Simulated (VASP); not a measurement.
A run of VASP 6.6.1:

The input INCAR:

```
SYSTEM = Ag
PREC = Accurate ; ENCUT = 520
EDIFF = 1E-7 ; ISMEAR = 0
SIGMA = 0.15 ; LREAL = .False.
LASPH = .True. ; NELM = 100
ALGO = Fast ; ISIF = 2
LWAVE = .False. ; LCHARG = .False.
GGA = PS ; NBANDS = 12
```

The input KPOINTS:

```
Automatic mesh
0
Gamma
  22 22 22
  0 0 0
```

File POSCAR:

```
Ag
1.0
   -1.5170100756      1.5170100756      1.9721130982
    1.5170100756     -1.5170100756      1.9721130982
    1.5170100756      1.5170100756     -1.9721130982
Ag
1
Direct
    0.0000000000      0.0000000000      0.0000000000
```

Potentials or basis: VASP PAW PBE potentials, release 64 (Ag).

Run with:

```bash
$ cat potpaw_PBE.64/Ag/POTCAR > POTCAR
$ mpirun -np 1 vasp_std > vasp.out
```

Hardware: 1 thread of AMD EPYC 9R45 96-Core Processor (Zen 5), with other jobs on the host.

**Question.** Estimate the wall time of this run.

**Answer.** It took 110 s on 1 thread of AMD EPYC 9R45 96-Core Processor (Zen 5), on a shared host, peak memory 0.25 GiB. Counts: scf iterations 12, k points 834.
